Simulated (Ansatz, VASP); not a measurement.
One calculation of BaS, two programs

The input INCAR:

```
SYSTEM = BaS
PREC     = Accurate       ! precision mode
ENCUT    = 500            ! plane-wave cutoff, eV
EDIFF    = 1E-6           ! SCF threshold, eV
ISMEAR   = -1             ! smearing method
SIGMA    = 0.1            ! smearing width, eV
LREAL    = .False.        ! projectors in reciprocal space
LASPH    = .True.         ! aspherical terms in the spheres
NELM     = 120            ! most SCF steps
ALGO     = Normal         ! electronic algorithm
ISIF     = 2              ! what is computed and relaxed
LWAVE    = .False.        ! write WAVECAR
LCHARG   = .False.        ! write CHGCAR
GGA      = PE             ! functional
NBANDS   = 15             ! bands
GGA_COMPAT= .False.
```

The input KPOINTS:

```
regular mesh
0
Gamma
  3 3 3
  0 0 0
```

The input POSCAR:

```
BaS
1.0
    0.0000000000      3.1937500000      3.1937500000
    3.1937500000      0.0000000000      3.1937500000
    3.1937500000      3.1937500000      0.0000000000
Ba S
1 1
Direct
    0.0136914813     -0.0174712388     -0.0181285134
    0.5150494973      0.4839528186      0.4790196543
```

Input for Ansatz:

```yaml
crystal:
  lattice:
    - [0.0, 3.19375, 3.19375]
    - [3.19375, 0.0, 3.19375]
    - [3.19375, 3.19375, 0.0]
  atoms:
    - { symbol: Ba, position: [0.01369148125422962, -0.01747123880841335, -0.01812851335028809] }
    - { symbol: S, position: [0.5150494972661406, 0.4839528186384597, 0.47901965425608584] }
basis:
  ecutwfc: 630.0
kpoints:
  mp_grid:
    grid: [3, 3, 3]
hamiltonian:
  xc: pbe
  pseudopotentials:
    kind: paw
scf:
  occupations:
    method: fermi_dirac
output:
  forces: true
```

Alike in both runs: task single point; functional PBE; k mesh 3 × 3 × 3; no spin polarisation.

```csv
,VASP,Ansatz
version,VASP 6.6.1,Ansatz 0.2.0
potentials or method,"VASP PAW PBE potentials, release 64 (Ba_sv, S), cutoff 500 eV","plane waves, PAW"
occupations,"fermi-dirac, width 0.1 eV",fermi-dirac
valence electrons in the cell,16,16
```

Ansatz gave:

```
rms of the force components (eV/Å) : 0.010
```

Task: What did VASP give for the same quantities?

Result: rms of the force components (eV/Å): 0.011.

Atom by atom the forces differ by 0.001 eV/Å (rms over components).

The k mesh is coarse, so the values compare programs but aren't converged. Spin-orbit coupling is off throughout.
